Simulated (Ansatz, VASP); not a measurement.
**One calculation of NaF, two programs**

The input INCAR:

```
SYSTEM = NaF
ALGO     = Normal         ! electronic algorithm
EDIFF    = 1E-6           ! SCF threshold, eV
ENCUT    = 520            ! plane-wave cutoff, eV
GGA      = PS             ! functional
ISIF     = 2              ! what is computed and relaxed
ISMEAR   = 0              ! smearing method
LASPH    = .True.         ! aspherical terms in the spheres
LCHARG   = .False.        ! write CHGCAR
LREAL    = .False.        ! projectors in reciprocal space
LWAVE    = .False.        ! write WAVECAR
NBANDS   = 14             ! bands
NELM     = 100            ! most SCF steps
PREC     = Accurate       ! precision mode
SIGMA    = 0.01           ! smearing width, eV
```

The input KPOINTS:

```
k-points
0
Gamma
  8 8 8
  0 0 0
```

POSCAR

```
NaF
1.0
    2.3266716304      2.3266716304      0.0000000000
   -2.3266716304      2.3266716304      0.0000000000
    0.0000000000      2.3266716304      2.3084230584
Na F
1 1
Direct
    0.0000000000      0.0000000000      0.0000000000
    0.5000000000      0.5000000000      0.0000000000
```

Input for Ansatz:

```yaml
crystal:
  lattice:
    - [2.32667163039, 2.32667163039, 0.0]
    - [-2.32667163039, 2.32667163039, 0.0]
    - [0.0, 2.32667163039, 2.30842305843]
  atoms:
    - { symbol: Na, position: [0.0, 0.0, 0.0] }
    - { symbol: F, position: [0.5, 0.5, 0.0] }
kpoints:
  mp_grid: { grid: [8, 8, 8] }
scf:
  occupations: { method: fixed }
  convergence: { dr2_threshold: 1.0e-10 }
hamiltonian:
  xc: pbesol
  pseudopotentials: { kind: all_electron, lapw: { basis_error: 0.0005 } }
output:
  forces: true
  stress: true
  eigenstates:
    kpoints:
      - [0.0, 0.0, 0.0]
      - [-0.5, -0.5, -0.5]
      - [-0.5, 0.5, 0.0]
      - [0.0, 0.0, -0.5]
      - [0.0, -0.5, -0.5]
      - [0.0, 0.5, 0.0]
      - [-0.5, 0.0, 0.0]
      - [-0.5, 0.0, -0.5]
  eigenvalues: true
```

Change from the starting cell: film at in-plane strain +0.005.

Alike in both runs: task single point; functional PBEsol; k mesh 8 × 8 × 8; no spin polarisation.

```csv
,VASP,Ansatz
version,VASP 6.6.1,Ansatz 0.2.0
potentials or method,"VASP PAW PBE potentials, release 64 (Na_pv, F), cutoff 520 eV","all-electron LAPW, scalar-relativistic"
occupations,"gaussian, width 0.01 eV",fixed
```

```csv
,VASP,Ansatz,Ansatz less VASP
gap on the k mesh at the Fermi level (eV),6.14,6.15,+0.011
pressure (GPa),-0.5,-0.3,+0.11
"traceless stress, the component that is largest in VASP (GPa)",0.42,0.41,-0.016
```

VASP's potentials were made for PBE, not for PBEsol. Ansatz ran all-electron here, and VASP with PAW potentials.
